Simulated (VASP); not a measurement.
A run of VASP 6.6.1 is set up as follows.

The input INCAR:

```
SYSTEM = TlVSe3
PREC = Accurate
ENCUT = 520
EDIFF = 1E-7
ISMEAR = 0
SIGMA = 0.1
LREAL = .FALSE.
LASPH = .TRUE.
NELM = 150
ALGO = Normal
ISIF = 2
LWAVE = .FALSE.
LCHARG = .TRUE.
ISPIN = 2
MAGMOM = 2 0 0 0 0
LORBIT = 11
LMAXMIX = 4
GGA = PE
LELF = .TRUE.
LVHAR = .TRUE.
NBANDS = 34
```

File KPOINTS:

```
regular mesh
0
G
  4 4 4
  0 0 0
```

File POSCAR:

```
TlVSe3
1.0
    5.0061371500      0.0000000000      0.0000000000
    0.0000000000      5.0061371500      0.0000000000
    0.0000000000      0.0000000000      5.0061371500
V Tl Se
1 1 3
Direct
    0.0000000000      0.0000000000      0.0000000000
    0.5000000000      0.5000000000      0.5000000000
    0.5000000000      0.0000000000      0.0000000000
    0.0000000000      0.5000000000      0.0000000000
    0.0000000000      0.0000000000      0.5000000000
```

Potentials or basis: VASP PAW PBE potentials, release 64 (V_sv, Tl_d, Se).

Run with:

```console
$ cat potpaw_PBE.64/V_sv/POTCAR potpaw_PBE.64/Tl_d/POTCAR potpaw_PBE.64/Se/POTCAR > POTCAR
$ mpirun -np 1 vasp_std > vasp.out
```

(1) Predict the band gap on the k mesh.

(2) Predict the pressure.

(3) Estimate the net moment.

Results:

(1) zero (filled and empty bands overlap).

(2) -2.5 GPa.

(3) 0.00 μB per cell.

Caveat: spin-orbit coupling is left out, which moves the levels of the heavy elements.
